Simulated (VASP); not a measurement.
# Si (P6_3/mmc) in VASP: further runs

The runs below take Si through single point, with PBE.

Program: VASP 6.6.1. These are calculated values, not measurements. Logs are shortened: lines on timing, memory, paths and dates and some standing lists are left out, and cuts for length are marked.

## 1. The cell of the first run

It takes space group P6_3/mmc (No. 194, hexagonal). Conventional cell: a = 2.460 Å, b = 2.460 Å, c = 4.179 Å, α = 90.00°, β = 90.00°, γ = 120.00°. Within 3.2 Å of Si (site symmetry -6m2) lie 12 Si at 2.46 to 2.53 Å.

This isn't the form of Si at room conditions, which is diamond.

## 2. Single point, PBE

INCAR reads:

```
SYSTEM = Si
PREC = Accurate
ENCUT = 500
EDIFF = 1E-6
ISMEAR = 1
SIGMA = 0.1
LREAL = .False.
LASPH = .True.
NELM = 120
ALGO = Normal
ISIF = 2
LWAVE = .False.
LCHARG = .False.
GGA = PE
NBANDS = 11
GGA_COMPAT = .False.
```

KPOINTS reads:

```
Automatic mesh
0
Gamma
  13 13 7
  0 0 0
```

POSCAR reads:

```
Si
1.0
    2.4601859022      0.0000000000      0.0000000000
   -1.2300929511      2.1305834019      0.0000000000
    0.0000000000      0.0000000000      4.1794974901
Si
2
Direct
    0.3333333333      0.6666666667      0.2500000000
    0.6666666667      0.3333333333      0.7500000000
```

Potentials or basis: VASP PAW PBE potentials, release 64 (Si).

Launch:

```console
cat potpaw_PBE.64/Si/POTCAR > POTCAR
mpirun -np 1 vasp_std > vasp.out
```

OUTCAR:

```text
SYSTEM = Si
   PREC = Accurate
   ENCUT = 500
   EDIFF = 1E-6
   ISMEAR = 1
   LREAL = .False.
   LASPH = .True.
   NELM = 120
   ISIF = 2
   GGA = PE

 ion  position               nearest neighbor table
   1  0.333  0.667  0.250-   2 2.53   2 2.53   2 2.53   2 2.53   2 2.53   2 2.53
   2  0.667  0.333  0.750-   1 2.53   1 2.53   1 2.53   1 2.53   1 2.53   1 2.53

  LATTYP: Found a hexagonal cell.
 ALAT       =     2.4601859022
 C/A-ratio  =     1.6988543371

  Lattice vectors:

 A1 = (   2.4601859022,   0.0000000000,   0.0000000000)
 A2 = (  -1.2300929511,   2.1305834019,   0.0000000000)
 A3 = (   0.0000000000,   0.0000000000,   4.1794974901)

Analysis of symmetry for initial positions (statically):
=====================================================================
 Subroutine PRICEL returns:
 Original cell was already a primitive cell.

 Routine SETGRP: Setting up the symmetry group for a
 hexagonal supercell.

 Subroutine GETGRP returns: Found 24 space group operations
 (whereof 12 operations were pure point group operations)
 out of a pool of 24 trial point group operations.

The static configuration has the point symmetry D_3d.
 The point group associated with its full space group is D_6h.

Analysis of symmetry for dynamics (positions and initial velocities):
=====================================================================
 Subroutine PRICEL returns:
 Original cell was already a primitive cell.

 Routine SETGRP: Setting up the symmetry group for a
 hexagonal supercell.

 Subroutine GETGRP returns: Found 24 space group operations
 (whereof 12 operations were pure point group operations)
 out of a pool of 24 trial point group operations.

The dynamic configuration has the point symmetry D_3d.
 The point group associated with its full space group is D_6h.

 Subroutine INISYM returns: Found 24 space group operations
 (whereof 12 operations are pure point group operations),
 and found     1 'primitive' translations

----------------------------------------------------------------------------------------

                                     Primitive cell

  volume of cell :      21.9074

  direct lattice vectors                    reciprocal lattice vectors
     2.460185902  0.000000000  0.000000000     0.406473348  0.234677506  0.000000000
    -1.230092951  2.130583402  0.000000000     0.000000000  0.469355013  0.000000000
     0.000000000  0.000000000  4.179497490     0.000000000  0.000000000  0.239263213

  length of vectors
     2.460185902  2.460185826  4.179497490     0.469354998  0.469355013  0.239263213

  position of ions in fractional coordinates (direct lattice)
     0.333333333  0.666666667  0.250000000
     0.666666667  0.333333333  0.750000000

  ion indices of the primitive-cell ions
   primitive index   ion index
                 1           1
                 2           2

----------------------------------------------------------------------------------------

 KPOINTS: Automatic mesh

Automatic generation of k-mesh.
 Grid dimensions read from file:
 generate k-points for:   13   13    7

 Generating k-lattice:

  Cartesian coordinates                     Fractional coordinates (reciprocal lattice)
     0.031267181  0.018052116  0.000000000     0.076923077 -0.000000000  0.000000000
     0.000000000  0.036104232  0.000000000     0.000000000  0.076923077  0.000000000
     0.000000000  0.000000000  0.034180459     0.000000000  0.000000000  0.142857143

  Length of vectors
     0.036104231  0.036104232  0.034180459

  Shift w.r.t. Gamma in fractional coordinates (k-lattice)
     0.000000000  0.000000000  0.000000000

 Subroutine IBZKPT returns following result:
 ===========================================

 Found     84 irreducible k-points:

 Following reciprocal coordinates:
            Coordinates               Weight
  0.000000  0.000000  0.000000      1.000000
  0.076923  0.000000  0.000000      6.000000
  0.153846 -0.000000  0.000000      6.000000
  0.230769 -0.000000  0.000000      6.000000
  0.307692 -0.000000  0.000000      6.000000
  0.384615 -0.000000  0.000000      6.000000
[... 16 lines left out ...]
  0.076923  0.000000  0.142857     12.000000
  0.153846 -0.000000  0.142857     12.000000
 [... further k-points ...]
   k-points           NKPTS =     84   k-points in BZ     NKDIM =     84   number of bands    NBANDS=     11
   number of dos      NEDOS =    301   number of ions     NIONS =      2
   total plane-waves  NPLWV =   9720
   dimension x,y,z NGX =    18 NGY =   18 NGZ =   30
   dimension x,y,z NGXF=    36 NGYF=   36 NGZF=   60
   ions per type =               2
   NGX,Y,Z   is equivalent  to a cutoff of  12.16, 12.16, 11.93 a.u.
   NGXF,Y,Z  is equivalent  to a cutoff of  24.33, 24.33, 23.87 a.u.
 SYSTEM =  Si
   PREC   = accura    normal or accurate (medium, high low for compatibility)
   ISTART =      0    job   : 0-new  1-cont  2-samecut
   ICHARG =      2    charge: 1-file 2-atom 10-const
   ISPIN  =      1    spin polarized calculation?
   LNONCOLLINEAR =      F non collinear calculations
   LSORBIT =      F    spin-orbit coupling
   LASPH  =      T    aspherical Exc in radial PAW
   ENCUT  =  500.0 eV  36.75 Ry    6.06 a.u.   4.49  4.49  7.62*2*pi/ulx,y,z
   NELM   =    120;   NELMIN=  2; NELMDL= -5     # of ELM steps
   EDIFF  = 0.1E-05   stopping-criterion for ELM
   LREAL  =      F    real-space projection
   EDIFFG = 0.1E-04   stopping-criterion for IOM
   NSW    =      0    number of steps for IOM
   IBRION =     -1    ionic relax: 0-MD 1-quasi-New 2-CG
   NFREE  =      0    steps in history (QN), initial steepest desc. (CG)
   ISIF   =      2    stress and relaxation
   ISYM   =      2    0-nonsym 1-usesym 2-fastsym
   POTIM  = 0.5000    time-step for ionic-motion
   TEBEG  =    0.0;   TEEND  =   0.0 temperature during run
   PSTRESS=    0.0 pullay stress
   NELECT =       8.0000    total number of electrons
   NUPDOWN=      -1.0000    fix difference up-down
   EMIN   =  10.00;   EMAX   =-10.00  energy-range for DOS
   EFERMI =   0.00;   METHOD = LEGACY
   ISMEAR =     1;   SIGMA  =   0.10  broadening in eV -4-tet -1-fermi 0-gaus
   EFERMI_NEDOS =   21; number of points for ismear=-14 and -15
   IALGO  =     38    algorithm
   IMIX   =      4    mixing-type and parameters
     AMIX     =   0.40;   BMIX     =  1.00
     AMIX_MAG =   1.60;   BMIX_MAG =  1.00
  volume/ion in A,a.u.               =      10.95        73.92
  Fermi-wavevector in a.u.,A,eV,Ry     =   1.170149  2.211262 18.629772  1.369250
  Thomas-Fermi vector in A             =   2.306612
   LORBIT       =      0    0 simple, 1 ext, 2 COOP (PROOUT), +10 PAW based schemes
   GGA     = PE    functional components
   LHFCALC =     F    Hartree Fock is set to
   AEXX    =    0.0000 exact exchange contribution
   IVDW    =     0    specifies the selected vdW correction
   LEPSILON=     F    determine dielectric tensor
   LRPA    =     F    only Hartree local field effects (RPA)
 non-spin polarized calculation
 Methfessel and Paxton  Order N= 1 SIGMA  =   0.10
  energy-cutoff  :      500.00
  volume of cell :       21.91
 maximum number of plane-waves:       580
 NGX is ok and might be reduce to    18
   NGX =  9   NGY =  9   NGZ = 15

 number of electron       8.0000000 magnetization

 Free energy of the ion-electron system (eV)
  ---------------------------------------------------
  ext. energy  EPLUGINS =         0.00000000
  ---------------------------------------------------
  free energy    TOTEN  =        -9.10439075 eV

  energy without entropy =       -9.10443116  energy(sigma->0) =       -9.10440422

 E-fermi :  14.2411     XC(G=0): -12.3546

 val. band max:       14.2349612848   @ k =   0.3077   0.1538   0.2857
 cond. band min:      14.3333369300   @ k =   0.1538   0.0769   0.4286
 fundamental gap:      0.0983756451
 Fermi energy:        14.2411335903

 k-point     1 :       0.0000    0.0000    0.0000
  band No.  band energies     occupation
      1      -3.0135      2.00000
      2       5.1012      2.00000
      3       5.1397      2.00000
      4      25.5394      0.00000
      5      25.5394      0.00000
      6      26.0040      0.00000
      7      26.0047      0.00000
      8      26.0047      0.00000
      9      27.9704      0.00000
     10      30.3216      0.00000
     11      31.3882      0.00000

 k-point     2 :       0.0769    0.0000    0.0000
  band No.  band energies     occupation
      1      -2.8242      2.00000
      2       5.2844      2.00000
      3       5.3167      2.00000
      4      22.4854      0.00000
      5      23.8400      0.00000
      6      25.2899      0.00000
      7      27.1842      0.00000
      8      27.9594      0.00000
      9      28.0090      0.00000
     10      29.3483      0.00000
     11      29.9998      0.00000

 k-point     3 :       0.1538   -0.0000    0.0000
  band No.  band energies     occupation
      1      -2.2576      2.00000
      2       5.8295      2.00000
      3       5.8479      2.00000
      4      18.7818      0.00000
      5      22.2502      0.00000
      6      23.9229      0.00000
      7      25.6761      0.00000
      8      26.1934      0.00000
      9      28.5185      0.00000
     10      28.5276      0.00000
     11      28.8859      0.00000

 k-point     4 :       0.2308   -0.0000    0.0000
  band No.  band energies     occupation
      1      -1.3176      2.00000
      2       6.7204      2.00000
      3       6.7326      2.00000
      4      15.2332     -0.00000
      5      20.9788      0.00000
      6      21.7561      0.00000
      7      22.8081      0.00000
      8      23.7255      0.00000
      9      27.4385      0.00000
     10      28.5977      0.00000
     11      28.6089      0.00000

 k-point     5 :       0.3077   -0.0000    0.0000
  band No.  band energies     occupation
      1      -0.0107      2.00000
      2       7.8934      2.00000
      3       7.9690      2.00000
      4      12.0080      2.00000
      5      19.0573      0.00000
      6      19.5477      0.00000
      7      20.0272      0.00000
      8      22.5298      0.00000
      9      26.6142      0.00000
     10      27.5485      0.00000
     11      28.5511      0.00000
[... 211 lines left out ...]
 k-point    21 :       0.3077    0.3077    0.0000
  band No.  band energies     occupation
      1       5.8177      2.00000
      2       7.9897      2.00000
      3       8.2205      2.00000
      4      13.4318      2.00000
      5      13.6061      2.00000
      6      15.2954     -0.00000
      7      16.2393     -0.00000
      8      17.1363      0.00000
      9      17.2401      0.00000
     10      33.9130      0.00000
     11      34.3903      0.00000

 k-point    22 :       0.0000    0.0000    0.1429
  band No.  band energies     occupation
      1      -2.8438      2.00000
      2       2.9965      2.00000
      3       7.5427      2.00000
      4      23.3877      0.00000
      5      25.6676      0.00000
      6      25.6676      0.00000
      7      26.1443      0.00000
      8      26.1443      0.00000
      9      29.9545      0.00000
     10      30.4235      0.00000
     11      30.4364      0.00000

 k-point    23 :       0.0769    0.0000    0.1429
  band No.  band energies     occupation
      1      -2.6547      2.00000
      2       3.1792      2.00000
      3       7.7195      2.00000
      4      22.4736      0.00000
      5      23.7118      0.00000
      6      23.9793      0.00000
      7      26.1533      0.00000
      8      27.8204      0.00000
      9      28.0514      0.00000
     10      28.9489      0.00000
     11      30.1031      0.00000

 k-point    24 :       0.1538   -0.0000    0.1429
  band No.  band energies     occupation
      1      -2.0887      2.00000
      2       3.7257      2.00000
      3       8.2465      2.00000
      4      18.9116      0.00000
      5      22.3917      0.00000
      6      23.4602      0.00000
      7      23.9207      0.00000
      8      25.8233      0.00000
      9      27.2782      0.00000
     10      28.1468      0.00000
     11      30.5922      0.00000

 [... further k-points ...]
[... 5 lines left out ...]
  --------------------------------------------------------------------------------------
  -------------------------------------------------------------------------------------
  Total        6.1479019      6.1479014      5.7103755      0.0000000      0.0000000      0.0000000
  in kB      449.6214047    449.6213678    417.6232934      0.0000000      0.0000000      0.0000000
  external PRESSURE =     438.9553553 kB  Pullay stress =       0.0000000 kB

 VOLUME and BASIS-vectors are now :
 -----------------------------------------------------------------------------
  energy-cutoff  :      500.00
  volume of cell :       21.91
      direct lattice vectors                 reciprocal lattice vectors
     2.460185902  0.000000000  0.000000000     0.406473348  0.234677506  0.000000000
    -1.230092951  2.130583402  0.000000000     0.000000000  0.469355013  0.000000000
     0.000000000  0.000000000  4.179497490     0.000000000  0.000000000  0.239263213

 POSITION                                       TOTAL-FORCE (eV/Angst)
 -----------------------------------------------------------------------------------
     -0.00000      1.42039      1.04487        -0.000000      0.000000      0.000000
      1.23009      0.71019      3.13462         0.000000     -0.000000      0.000000
 -----------------------------------------------------------------------------------
    total drift:                               -0.000000     -0.000000     -0.000000

  FREE ENERGIE OF THE ION-ELECTRON SYSTEM (eV)
  ---------------------------------------------------
  free  energy   TOTEN  =        -9.1043907510 eV

  energy  without entropy=       -9.1044311586  energy(sigma->0) =       -9.10440422
```

Wall time 9.5 s (1 thread of Intel Xeon Platinum 8375C at 2.90GHz (Ice Lake), shared host); peak memory 0.13 GiB.

Results:

```yaml
Free_energy: -9.1044 eV
Pressure: 43.9 GPa
Band_gap_on_the_k_mesh: zero (bands 4 and 5 overlap by 14.45 eV)
```

Levels at points of the mesh, in eV from the Fermi level:
| k point | band 1 | band 2 | band 3 | band 4 | band 5 | band 6 | band 7 | band 8 | band 9 |
| --- | --- | --- | --- | --- | --- | --- | --- | --- | --- |
| (0.00, 0.00, 0.00) | -17.25 | -9.14 | -9.10 | 11.30 | 11.30 | 11.76 | 11.76 | 11.76 | 13.73 |

Caveat: the cell stands under pressure.

## 3. Single point, PBE

This run uses another cell than the first one, of 11.17 Å³/atom.

INCAR reads:

```
SYSTEM = Si
PREC     = Accurate       ! precision mode
ENCUT    = 500            ! plane-wave cutoff, eV
EDIFF    = 1E-6           ! SCF threshold, eV
ISMEAR   = 1              ! smearing method
SIGMA    = 0.1            ! smearing width, eV
LREAL    = .False.        ! projectors in reciprocal space
LASPH    = .True.         ! aspherical terms in the spheres
NELM     = 120            ! most SCF steps
ALGO     = Normal         ! electronic algorithm
ISIF     = 2              ! what is computed and relaxed
LWAVE    = .False.        ! write WAVECAR
LCHARG   = .False.        ! write CHGCAR
GGA      = PE             ! functional
NBANDS   = 11             ! bands
GGA_COMPAT= .False.
```

KPOINTS reads:

```
regular mesh
0
Gamma
  13 13 7
  0 0 0
```

POSCAR reads:

```
Si
1.0
    2.4761615829      0.0000000000      0.0000000000
   -1.2380807915      2.1444187467      0.0000000000
    0.0000000000      0.0000000000      4.2066378447
Si
2
Direct
    0.3333333333      0.6666666667      0.2500000000
    0.6666666667      0.3333333333      0.7500000000
```

Potentials or basis: VASP PAW PBE potentials, release 64 (Si).

Launch:

```console
cat potpaw_PBE.64/Si/POTCAR > POTCAR
mpirun -np 1 vasp_std > vasp.out
```

It took 9 s on 1 thread of Intel Xeon Platinum 8375C at 2.90GHz (Ice Lake), shared host; peak memory 0.13 GiB.

It converged, with:

```
Free energy            : -9.2154 eV
Pressure               : 38.9 GPa
Band gap on the k mesh : zero (bands 4 and 5 overlap by 14.25 eV)
```

Stress tensor (GPa, compression positive):
```
40.05  0.00  0.00
 0.00 40.05  0.00
 0.00  0.00 36.70
```

Levels at points of the mesh, in eV from the Fermi level:
```csv
k point,band 1,band 2,band 3,band 4,band 5,band 6,band 7,band 8,band 9
"(0.00, 0.00, 0.00)",-17.05,-9.07,-8.96,11.11,11.11,11.65,11.65,11.69,13.46
```

Caveat: the cell stands under pressure.

## 4. Single point, PBE

This run uses another cell than the first one, of 11.38 Å³/atom.

INCAR reads:

```
  PREC = Accurate
  ENCUT = 500
  EDIFF = 1E-6
  ISMEAR = 1
  SIGMA = 0.1
  LREAL = False
  LASPH = True
  NELM = 120
  ALGO = Normal
  ISIF = 2
  LWAVE = False
  LCHARG = False
  GGA = PE
  NBANDS = 11
  GGA_COMPAT = False
```

KPOINTS reads:

```
regular mesh
0
Gamma
  13 13 7
```

POSCAR reads:

```
Si
1.0
    2.4919337380      0.0000000000      0.0000000000
   -1.2459668690      2.1580778331      0.0000000000
    0.0000000000      0.0000000000      4.2334324387
Si
2
Direct
    0.3333333333      0.6666666667      0.2500000000
    0.6666666667      0.3333333333      0.7500000000
```

Launch:

```console
cat potpaw_PBE.64/Si/POTCAR > POTCAR
mpirun -np 1 vasp_std > vasp.out
```

It took 9.5 s on 1 thread of Intel Xeon Platinum 8375C at 2.90GHz (Ice Lake), shared host; peak memory 0.13 GiB.

It converged, with:

| Property | Result |
| --- | --- |
| Free energy | -9.3136 eV |
| Pressure | 34.4 GPa |
| Band gap on the k mesh | zero (bands 4 and 5 overlap by 14.05 eV) |

Stress tensor (GPa, compression positive):
```
35.50  0.00  0.00
 0.00 35.50  0.00
 0.00  0.00 32.11
```

Levels at points of the mesh, in eV from the Fermi level:
```tsv
k point	band 1	band 2	band 3	band 4	band 5	band 6	band 7	band 8
(0.00, 0.00, 0.00)	-16.86	-9.01	-8.83	10.92	10.92	11.54	11.54	11.61
```

Caveat: the cell stands under pressure.

## 5. Overview

| cell | gap on the mesh (eV) | pressure (GPa) |
| --- | --- | --- |
| a = 2.460, b = 2.460, c = 4.179 Å, angles 90.0, 90.0, 120.0°, 2 atoms | none | 43.9 |
| a = 2.476, b = 2.476, c = 4.207 Å, angles 90.0, 90.0, 120.0°, 2 atoms | none | 38.9 |
| a = 2.492, b = 2.492, c = 4.233 Å, angles 90.0, 90.0, 120.0°, 2 atoms | none | 34.4 |

Alike in all rows: task single point; level PBE; potentials or basis VASP PAW PBE potentials, release 64 (Si); no spin polarisation; k mesh 13 × 13 × 7; cutoff (eV) 500; smearing methfessel-paxton 0.1 eV.

Caveats: the cell stands under pressure.

Absolute energies hang on the potentials; compare differences alone.
